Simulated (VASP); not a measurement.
Runs of VASP 6.6.1 on GaSb (CsCl type). The structure is that of space group Pm-3m (No. 221), or close to it. The cells are those of the table. 

```csv
task,cell,cutoff (eV),gap on the mesh (eV),pressure (GPa)
relaxation of cell and atoms,"relaxed from a = 3.143 Å, 2 atoms",600,-,0.0
single point,"a = 3.612 Å, 2 atoms",520,none,0.0
single point,"a = 3.462 Å, 2 atoms",520,none,8.7
single point,"a = 3.113 Å, 2 atoms",520,none,(a)
single point,"a = 3.238 Å, 2 atoms",520,none,36.4
```

Alike in all rows: level PBE; potentials or basis VASP PAW PBE potentials, release 64 (Ga_d, Sb); no spin polarisation; k mesh 13 × 13 × 13; smearing fermi-dirac 0.1 eV.

**Question.** Estimate the missing entries.

**Answer.** (a) 66.3.

Caveats: spin-orbit coupling is left out, which moves the levels of the heavy elements; the bands computed are all filled at some k points, so no gap is given (some runs).

A k mesh can miss the band edges, and the runs leave out spin-orbit coupling on Ga, Sb.

A gap of «none» marks levels without a gap at the run's occupations.
